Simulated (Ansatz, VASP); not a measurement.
# NbC in VASP and in Ansatz

File INCAR:

```
ALGO = Normal ; EDIFF = 1E-6
ENCUT = 600 ; GGA = PS
GGA_COMPAT = F ; ISIF = 2
ISMEAR = 0 ; LASPH = T
LCHARG = T ; LELF = T
LREAL = F ; LVHAR = T
LWAVE = F ; NBANDS = 16
NELM = 120 ; PREC = Accurate
SIGMA = 0.02
```

File KPOINTS:

```
k-points
0
Gamma
  9 9 9
```

POSCAR

```
NbC
1.0
    3.1601310000      0.0000000000      0.0000000000
    1.5800655000      2.7367537253      0.0000000000
    1.5800655000      0.9122512418      2.5802361568
Nb C
1 1
Direct
    0.0000000000      0.0000000000      0.0000000000
    0.5000000000      0.5000000000      0.5000000000
```

Input for Ansatz:

```yaml
crystal:
  lattice:
    - [3.160131, 0.0, 0.0]
    - [1.5800655000000003, 2.7367537252867216, 0.0]
    - [1.5800655000000003, 0.9122512417622407, 2.580236156783715]
  atoms:
    - { symbol: Nb, position: [0.0, 0.0, 0.0] }
    - { symbol: C, position: [0.49999999999999983, 0.5, 0.5] }
kpoints:
  mp_grid:
    grid: [9, 9, 9]
    shift: [0.0, 0.0, 0.0]
hamiltonian:
  xc: pbesol
  pseudopotentials:
    kind: all_electron
    lapw: {}
scf:
  convergence:
    dr2_threshold: 1.0e-08
  mixing:
    algorithm: msr1
    beta: 0.6
    ndim: 8
  occupations:
    method: gaussian
    width: 0.02
output:
  forces: true
  stress: true
  eigenvalues: true
```

Alike in both runs: task single point; functional PBEsol; k mesh 9 × 9 × 9; occupations gaussian, width 0.02 eV; no spin polarisation.

```csv
,VASP,Ansatz
version,VASP 6.6.1,Ansatz 0.2.0
potentials or method,"VASP PAW PBE potentials, release 64 (Nb_sv, C), cutoff 600 eV",all-electron (LAPW or listed datasets)
```

VASP gave:

```
gap on the k mesh at the Fermi level (eV) : none
pressure (GPa)                            : -4.6
```

Question: What did Ansatz give for the same quantities?

Answer: gap on the k mesh at the Fermi level (eV): none; pressure (GPa): -4.1.

VASP's potentials were made for PBE, not for PBEsol. A gap of «none» marks a metal or a gap that the smearing closes. Ansatz ran all-electron here, and VASP with PAW potentials.
